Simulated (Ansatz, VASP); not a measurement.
# SnO2 in VASP and in Ansatz

File INCAR:

```
SYSTEM = SnO2
ALGO = Normal ; EDIFF = 1E-6
ENCUT = 520 ; GGA = CA
ISIF = 2 ; ISMEAR = 0
LASPH = .TRUE. ; LCHARG = .TRUE.
LELF = .TRUE. ; LREAL = .FALSE.
LVHAR = .TRUE. ; LWAVE = .FALSE.
NBANDS = 35 ; NELM = 80
PREC = Accurate ; SIGMA = 0.05
```

File KPOINTS:

```
k-points
0
G
  6 6 8
  0 0 0
```

POSCAR

```
SnO2
1.0
    4.4907696718      0.0000000000      0.0000000000
    0.0000000000      4.4913213421      0.0000000000
    0.0000000000      0.0000000000      3.0339885145
Sn O
2 4
Direct
    0.5000000000      0.5000000000      0.5000000000
    0.0000000000      0.0000000000      0.0000000000
    0.3059833077      0.2543006016      0.0000000000
    0.8059833077      0.2456993984      0.5000000000
    0.1940166923      0.7543006016      0.5000000000
    0.6940166923      0.7456993984      0.0000000000
```

Input for Ansatz:

```yaml
crystal:
  lattice:
    - [4.4907696718, 0.0, 0.0]
    - [0.0, 4.4913213421, 0.0]
    - [0.0, 0.0, 3.0339885145]
  atoms:
    - { symbol: Sn, position: [0.5, 0.5, 0.5] }
    - { symbol: Sn, position: [0.0, 0.0, 0.0] }
    - { symbol: O, position: [0.3059833077, 0.2543006016, 0.0] }
    - { symbol: O, position: [0.8059833077, 0.2456993984, 0.5] }
    - { symbol: O, position: [0.1940166923, 0.7543006016, 0.5] }
    - { symbol: O, position: [0.6940166923, 0.7456993984, 0.0] }
basis:
  ecutwfc: 520.0
kpoints:
  mp_grid: { grid: [6, 6, 8] }
hamiltonian:
  xc: lda
scf:
  occupations: { method: gaussian, width: 0.05 }
output:
  forces: true
  stress: true
  eigenvalues: true
```

Alike in both runs: task single point; functional LDA; k mesh 6 × 6 × 8; occupations gaussian, width 0.05 eV; no spin polarisation.

```csv
,VASP,Ansatz
version,VASP 6.6.1,Ansatz 0.2.0
potentials or method,"VASP PAW LDA potentials, release 64 (Sn_d, O), cutoff 520 eV","scalar-relativistic, plane waves, PAW"
valence electrons in the cell,52,52
```

```tsv
	VASP	Ansatz	Ansatz less VASP
gap on the k mesh at the Fermi level (eV)	2.88	2.85	-0.030
least direct gap on the mesh (eV)	2.88	2.85	-0.030
rms of the force components (eV/Å)	2.661	2.677	+0.0157
```

LDA's correlation is that of Perdew and Zunger in VASP and of Perdew and Wang (1992) in Ansatz. Atom by atom the forces differ by 0.016 eV/Å (rms over components).
